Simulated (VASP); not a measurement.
# GaN (Fm-3m) in VASP: further runs

GaN is run at these levels: revPBE+D4, revPBE+D3(BJ); tasks: single point.

Program: VASP 6.6.1. These are calculated values, not measurements. Logs are shortened: lines on timing, memory, paths and dates and some standing lists are left out, and cuts for length are marked.

### 1 The cell of the first run

Symmetry: Fm-3m, No. 225, cubic system. The conventional cell has a = 4.196 Å, b = 4.196 Å, c = 4.196 Å, α = 90.00°, β = 90.00°, γ = 90.00°. Within 2.8 Å of Ga (site symmetry m-3m) lie 6 N at 2.10 Å. N (site symmetry m-3m) has 6 Ga at 2.10 Å within 2.8 Å.

### 2 Single point, revPBE+D4

File INCAR:

```
SYSTEM = GaN
  ALGO = Normal
  EDIFF = 1E-7
  ENCUT = 520
  GGA = RE
  ISIF = 2
  ISMEAR = -1
  IVDW = 13
  LASPH = .TRUE.
  LCHARG = .FALSE.
  LREAL = .FALSE.
  LWAVE = .FALSE.
  NBANDS = 16
  NELM = 100
  PREC = Accurate
  SIGMA = 0.05
```

File KPOINTS:

```
k-points
0
G
  11 11 11
  0 0 0
```

File POSCAR:

```
GaN
1.0
    0.0000000000      2.0977626522      2.0977626522
    2.0977626522      0.0000000000      2.0977626522
    2.0977626522      2.0977626522      0.0000000000
Ga N
1 1
Direct
    0.0000000000      0.0000000000      0.0000000000
    0.5000000000      0.5000000000      0.5000000000
```

Potentials or basis: VASP PAW PBE potentials, release 64 (Ga_d, N).

The run is started by

```sh
> cat potpaw_PBE.64/Ga_d/POTCAR potpaw_PBE.64/N/POTCAR > POTCAR
> mpirun -np 1 vasp_std > vasp.out
```

OUTCAR:

```text
SYSTEM = GaN
   EDIFF = 1E-7
   ENCUT = 520
   GGA = RE
   ISIF = 2
   ISMEAR = -1
   IVDW = 13
   LASPH = .TRUE.
   LREAL = .FALSE.
   NELM = 100
   PREC = Accurate

 ion  position               nearest neighbor table
   1  0.000  0.000  0.000-   2 2.10   2 2.10   2 2.10   2 2.10   2 2.10   2 2.10
   2  0.500  0.500  0.500-   1 2.10   1 2.10   1 2.10   1 2.10   1 2.10   1 2.10

  LATTYP: Found a face centered cubic cell.
 ALAT       =     4.1955253044

  Lattice vectors:

 A1 = (   0.0000000000,   2.0977626522,   2.0977626522)
 A2 = (   2.0977626522,   0.0000000000,   2.0977626522)
 A3 = (   2.0977626522,   2.0977626522,   0.0000000000)

Analysis of symmetry for initial positions (statically):
=====================================================================
 Subroutine PRICEL returns:
 Original cell was already a primitive cell.

 Routine SETGRP: Setting up the symmetry group for a
 face centered cubic supercell.

 Subroutine GETGRP returns: Found 48 space group operations
 (whereof 48 operations were pure point group operations)
 out of a pool of 48 trial point group operations.

The static configuration has the point symmetry O_h .

Analysis of symmetry for dynamics (positions and initial velocities):
=====================================================================
 Subroutine PRICEL returns:
 Original cell was already a primitive cell.

 Routine SETGRP: Setting up the symmetry group for a
 face centered cubic supercell.

 Subroutine GETGRP returns: Found 48 space group operations
 (whereof 48 operations were pure point group operations)
 out of a pool of 48 trial point group operations.

The dynamic configuration has the point symmetry O_h .

 Subroutine INISYM returns: Found 48 space group operations
 (whereof 48 operations are pure point group operations),
 and found     1 'primitive' translations

----------------------------------------------------------------------------------------

                                     Primitive cell

  volume of cell :      18.4629

  direct lattice vectors                    reciprocal lattice vectors
     0.000000000  2.097762652  2.097762652    -0.238349176  0.238349176  0.238349176
     2.097762652  0.000000000  2.097762652     0.238349176 -0.238349176  0.238349176
     2.097762652  2.097762652  0.000000000     0.238349176  0.238349176 -0.238349176

  length of vectors
     2.966684393  2.966684393  2.966684393     0.412832883  0.412832883  0.412832883

  position of ions in fractional coordinates (direct lattice)
     0.000000000  0.000000000  0.000000000
     0.500000000  0.500000000  0.500000000

  ion indices of the primitive-cell ions
   primitive index   ion index
                 1           1
                 2           2

----------------------------------------------------------------------------------------

 KPOINTS: k-points

Automatic generation of k-mesh.
 Grid dimensions read from file:
 generate k-points for:   11   11   11

 Generating k-lattice:

  Cartesian coordinates                     Fractional coordinates (reciprocal lattice)
    -0.021668107  0.021668107  0.021668107     0.090909091  0.000000000  0.000000000
     0.021668107 -0.021668107  0.021668107     0.000000000  0.090909091  0.000000000
     0.021668107  0.021668107 -0.021668107     0.000000000  0.000000000  0.090909091

  Length of vectors
     0.037530262  0.037530262  0.037530262

  Shift w.r.t. Gamma in fractional coordinates (k-lattice)
     0.000000000  0.000000000  0.000000000

 Subroutine IBZKPT returns following result:
 ===========================================

 Found     56 irreducible k-points:

 Following reciprocal coordinates:
            Coordinates               Weight
  0.000000  0.000000  0.000000      1.000000
  0.090909  0.000000  0.000000      8.000000
  0.181818  0.000000  0.000000      8.000000
  0.272727  0.000000  0.000000      8.000000
  0.363636  0.000000  0.000000      8.000000
  0.454545  0.000000  0.000000      8.000000
[... 16 lines left out ...]
 -0.272727  0.181818  0.000000     24.000000
 -0.181818  0.181818  0.000000     12.000000
 [... further k-points ...]
   k-points           NKPTS =     56   k-points in BZ     NKDIM =     56   number of bands    NBANDS=     16
   number of dos      NEDOS =    301   number of ions     NIONS =      2
   total plane-waves  NPLWV =  13824
   dimension x,y,z NGX =    24 NGY =   24 NGZ =   24
   dimension x,y,z NGXF=    48 NGYF=   48 NGZF=   48
   ions per type =               1   1
   NGX,Y,Z   is equivalent  to a cutoff of  13.45, 13.45, 13.45 a.u.
   NGXF,Y,Z  is equivalent  to a cutoff of  26.90, 26.90, 26.90 a.u.
 SYSTEM =  GaN
   PREC   = accura    normal or accurate (medium, high low for compatibility)
   ISTART =      0    job   : 0-new  1-cont  2-samecut
   ICHARG =      2    charge: 1-file 2-atom 10-const
   ISPIN  =      1    spin polarized calculation?
   LNONCOLLINEAR =      F non collinear calculations
   LSORBIT =      F    spin-orbit coupling
   LASPH  =      T    aspherical Exc in radial PAW
   ENCUT  =  520.0 eV  38.22 Ry    6.18 a.u.   5.52  5.52  5.52*2*pi/ulx,y,z
   NELM   =    100;   NELMIN=  2; NELMDL= -5     # of ELM steps
   EDIFF  = 0.1E-06   stopping-criterion for ELM
   LREAL  =      F    real-space projection
   EDIFFG = 0.1E-05   stopping-criterion for IOM
   NSW    =      0    number of steps for IOM
   IBRION =     -1    ionic relax: 0-MD 1-quasi-New 2-CG
   NFREE  =      0    steps in history (QN), initial steepest desc. (CG)
   ISIF   =      2    stress and relaxation
   ISYM   =      2    0-nonsym 1-usesym 2-fastsym
   POTIM  = 0.5000    time-step for ionic-motion
   TEBEG  =    0.0;   TEEND  =   0.0 temperature during run
   PSTRESS=    0.0 pullay stress
   NELECT =      18.0000    total number of electrons
   NUPDOWN=      -1.0000    fix difference up-down
   EMIN   =  10.00;   EMAX   =-10.00  energy-range for DOS
   EFERMI =   0.00;   METHOD = LEGACY
   ISMEAR =    -1;   SIGMA  =   0.05  broadening in eV -4-tet -1-fermi 0-gaus
   EFERMI_NEDOS =   21; number of points for ismear=-14 and -15
   IALGO  =     38    algorithm
   IMIX   =      4    mixing-type and parameters
     AMIX     =   0.40;   BMIX     =  1.00
     AMIX_MAG =   1.60;   BMIX_MAG =  1.00
  volume/ion in A,a.u.               =       9.23        62.30
  Fermi-wavevector in a.u.,A,eV,Ry     =   1.623302  3.067596 35.852839  2.635109
  Thomas-Fermi vector in A             =   2.716774
   LORBIT       =      0    0 simple, 1 ext, 2 COOP (PROOUT), +10 PAW based schemes
   GGA     = RE    functional components
   LHFCALC =     F    Hartree Fock is set to
   AEXX    =    0.0000 exact exchange contribution
   IVDW    =    13    specifies the selected vdW correction
   LEPSILON=     F    determine dielectric tensor
   LRPA    =     F    only Hartree local field effects (RPA)
 non-spin polarized calculation
  energy-cutoff  :      520.00
  volume of cell :       18.46
 maximum number of plane-waves:       531
 NGX is ok and might be reduce to    24
   NGX = 11   NGY = 11   NGZ = 11

 number of electron      18.0000004 magnetization

 Free energy of the ion-electron system (eV)
  ---------------------------------------------------
  ext. energy  EPLUGINS =         0.00000000
  ---------------------------------------------------
  free energy    TOTEN  =       -10.42043264 eV

  energy without entropy =      -10.42043109  energy(sigma->0) =      -10.42043187

 E-fermi :   8.7885     XC(G=0): -13.0905

 val. band max:        8.2804816486   @ k =  -0.1818   0.1818   0.0000
 cond. band min:       9.2261277122   @ k =   0.4545   0.4545   0.0000
 fundamental gap:      0.9456460636
 Fermi energy:         8.7884509498

 k-point     1 :       0.0000    0.0000    0.0000
  band No.  band energies     occupation
      1      -9.2831      2.00000
      2      -5.7139      2.00000
      3      -5.7139      2.00000
      4      -5.7139      2.00000
      5      -5.6147      2.00000
      6      -5.6147      2.00000
[... 8 lines left out ...]
     15      24.5034      0.00000
     16      24.5035      0.00000

 k-point     2 :       0.0909    0.0000    0.0000
  band No.  band energies     occupation
      1      -9.1189      2.00000
      2      -5.7210      2.00000
      3      -5.7050      2.00000
      4      -5.7050      2.00000
      5      -5.6266      2.00000
      6      -5.6266      2.00000
[... 8 lines left out ...]
     15      24.4436      0.00000
     16      24.4436      0.00000

 k-point     3 :       0.1818    0.0000    0.0000
  band No.  band energies     occupation
      1      -8.6396      2.00000
      2      -5.7405      2.00000
      3      -5.7202      2.00000
      4      -5.7202      2.00000
      5      -5.6191      2.00000
      6      -5.6191      2.00000
[... 8 lines left out ...]
     15      25.2486      0.00000
     16      25.2486      0.00000

 k-point     4 :       0.2727    0.0000    0.0000
  band No.  band energies     occupation
      1      -7.8947      2.00000
      2      -5.7817      2.00000
      3      -5.7817      2.00000
      4      -5.7679      2.00000
      5      -5.5665      2.00000
      6      -5.5665      2.00000
[... 8 lines left out ...]
     15      26.7743      0.00000
     16      26.7743      0.00000
[... 324 lines left out ...]
 k-point    22 :      -0.3636    0.1818    0.0000
  band No.  band energies     occupation
      1      -6.8472      2.00000
      2      -5.8501      2.00000
      3      -5.8185      2.00000
      4      -5.6750      2.00000
      5      -5.5088      2.00000
      6      -4.7507      2.00000
[... 8 lines left out ...]
     15      28.4869      0.00000
     16      29.2294      0.00000

 k-point    23 :      -0.2727    0.1818    0.0000
  band No.  band energies     occupation
      1      -7.1636      2.00000
      2      -5.8276      2.00000
      3      -5.8103      2.00000
      4      -5.7321      2.00000
      5      -5.5653      2.00000
      6      -5.1656      2.00000
[... 8 lines left out ...]
     15      27.6743      0.00000
     16      29.8518      0.00000

 k-point    24 :      -0.1818    0.1818    0.0000
  band No.  band energies     occupation
      1      -7.7437      2.00000
      2      -5.7877      2.00000
      3      -5.7787      2.00000
      4      -5.7567      2.00000
      5      -5.6173      2.00000
      6      -5.4053      2.00000
[... 8 lines left out ...]
     15      26.9634      0.00000
     16      29.0440      0.00000

 [... further k-points ...]

------------------------ aborting loop because EDIFF is reached ----------------------------------------

  DFT-D4 for vdW energy calculation

  Edisp (eV):   -1.73345

  FORCE on cell =-STRESS in cart. coord.  units (eV):
  Direction    XX          YY          ZZ          XY          YZ          ZX
  --------------------------------------------------------------------------------------
  -------------------------------------------------------------------------------------
  Total       0.10424     0.10424     0.10424     0.00000     0.00000    -0.00000
  in kB       9.04612     9.04612     9.04612     0.00000     0.00000    -0.00000
  external pressure =        9.05 kB  Pullay stress =        0.00 kB

 VOLUME and BASIS-vectors are now :
 -----------------------------------------------------------------------------
  energy-cutoff  :      520.00
  volume of cell :       18.46
      direct lattice vectors                 reciprocal lattice vectors
     0.000000000  2.097762652  2.097762652    -0.238349176  0.238349176  0.238349176
     2.097762652  0.000000000  2.097762652     0.238349176 -0.238349176  0.238349176
     2.097762652  2.097762652  0.000000000     0.238349176  0.238349176 -0.238349176

 POSITION                                       TOTAL-FORCE (eV/Angst)
 -----------------------------------------------------------------------------------
      0.00000      0.00000      0.00000        -0.000000     -0.000000     -0.000000
      2.09776      2.09776      2.09776         0.000000      0.000000      0.000000
 -----------------------------------------------------------------------------------
    total drift:                                0.000000     -0.000000     -0.000000

  FREE ENERGIE OF THE ION-ELECTRON SYSTEM (eV)
  ---------------------------------------------------
  free  energy   TOTEN  =       -12.1538782944 eV

  energy  without entropy=      -12.1538767396  energy(sigma->0) =      -12.15387752
```

Wall time 9.7 s (1 thread of Intel Xeon 6975P-C (Granite Rapids), shared host); peak memory 0.15 GiB.

What came out:

```
Free energy                : -12.1539 eV
Pressure                   : 0.9 GPa
Band gap on the k mesh     : 0.95 eV, indirect (least direct gap 3.04 eV)
Dispersion energy per atom : -0.867 eV
```

Caveat: the PAW data sets were made with another functional, which shifts forces and pressure a little. A k mesh can miss the band edges.

### 3 Single point, revPBE+D3(BJ)

This run uses another cell than the first one, of 9.41 Å³/atom, 1.019 times its volume.

File INCAR:

```
ALGO = Normal
EDIFF = 1E-6
ENCUT = 520
GGA = RE
ISIF = 2
ISMEAR = -1
IVDW = 12
LASPH = T
LCHARG = F
LREAL = F
LWAVE = F
NBANDS = 16
NELM = 100
PREC = Accurate
SIGMA = 0.05
```

File KPOINTS:

```
k-points
0
Gamma
  11 11 11
```

File POSCAR:

```
GaN
1.0
    0.0000000000      2.1112467744      2.1112467744
    2.1112467744      0.0000000000      2.1112467744
    2.1112467744      2.1112467744      0.0000000000
Ga N
1 1
Direct
    0.0000000000      0.0000000000      0.0000000000
    0.5000000000      0.5000000000      0.5000000000
```

Potentials or basis: VASP PAW PBE potentials, release 64 (Ga_d, N).

The run is started by

```sh
> cat potpaw_PBE.64/Ga_d/POTCAR potpaw_PBE.64/N/POTCAR > POTCAR
> mpirun -np 1 vasp_std > vasp.out
```

Run time: 9.7 s. Hardware: 1 thread of Intel Xeon 6975P-C (Granite Rapids), shared host; peak memory 0.15 GiB.

The run converged. Its results:

| Quantity | Value |
| --- | --- |
| Free energy | -11.6474 eV |
| Pressure | 0.9 GPa |
| Band gap on the k mesh | 0.82 eV, indirect (least direct gap 2.79 eV) |
| Dispersion energy per atom | -0.598 eV |

Levels at points of the mesh, in eV from the valence-band top:
```
           k point  band 5  band 6  band 7  band 8  band 9  band 10  band 11  band 12  band 13  band 14
(0.00, 0.00, 0.00)  -13.91  -13.91   -0.52   -0.52   -0.52     2.28    14.73    14.73    14.73    15.94
```

Caveat: the PAW data sets were made with another functional, which shifts forces and pressure a little. A k mesh can miss the band edges.
